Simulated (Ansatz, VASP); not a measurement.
Zr3Ag: VASP beside Ansatz

The input INCAR:

```
PREC = Accurate
ENCUT = 520
EDIFF = 1E-8
ISMEAR = -1
SIGMA = 0.05
LREAL = F
LASPH = T
NELM = 80
ALGO = Normal
ISIF = 2
LWAVE = F
LCHARG = F
LEFG = T
NBANDS = 32
```

KPOINTS

```
Automatic mesh
0
Gamma
  7 7 8
```

The input POSCAR:

```
Zr3Ag
1.0
    4.5507289829      0.0000000000      0.0000000000
    0.0000000000      4.5507289829      0.0000000000
    0.0000000000      0.0000000000      3.9726687967
Zr Ag
3 1
Direct
    0.5000000000      0.5000000000      0.0000000000
    0.0000000000      0.5000000000      0.5000000000
    0.5000000000      0.0000000000      0.5000000000
    0.0000000000      0.0000000000      0.0000000000
```

Input for Ansatz:

```yaml
crystal:
  lattice:
    - [4.5507289829, 0.0, 0.0]
    - [0.0, 4.5507289829, 0.0]
    - [0.0, 0.0, 3.9726687967]
  atoms:
    - { symbol: Zr, position: [0.5, 0.5, 0.0] }
    - { symbol: Zr, position: [0.0, 0.5, 0.5] }
    - { symbol: Zr, position: [0.5, 0.0, 0.5] }
    - { symbol: Ag, position: [0.0, 0.0, 0.0] }
kpoints:
  mp_grid: { grid: [7, 7, 8] }
scf:
  occupations: { method: fermi_dirac, width: 0.05 }
hamiltonian:
  xc: lda
  pseudopotentials: { kind: all_electron, datasets: crystal }
output:
  forces: true
  stress: true
  eigenvalues: true
  efg: { contact_densities: true }
```

Change from the starting cell: volume scaled by 0.99, crystal datasets.

Alike in both runs: task electric field gradients; functional LDA; k mesh 7 × 7 × 8; occupations fermi-dirac, width 0.05 eV; no spin polarisation.

```csv
,VASP,Ansatz
version,VASP 6.6.1,Ansatz 0.2.0
potentials or method,"VASP PAW LDA potentials, release 64 (Zr_sv, Ag), cutoff 520 eV","all-electron PAW with datasets made for the crystal, scalar-relativistic"
```

|  | VASP | Ansatz | Ansatz less VASP |
| --- | --- | --- | --- |
| pressure (GPa) | -3.9 | -4.0 | -0.13 |
| traceless stress, the component that is largest in VASP (GPa) | 1.67 | 1.69 | +0.021 |
| size of Vzz on the site where it differs most (V/Å²) | 42.4 | 35.7 | -6.71 |

LDA's correlation is that of Perdew and Zunger in VASP and of Perdew and Wang (1992) in Ansatz. Ansatz ran all-electron here, and VASP with PAW potentials.
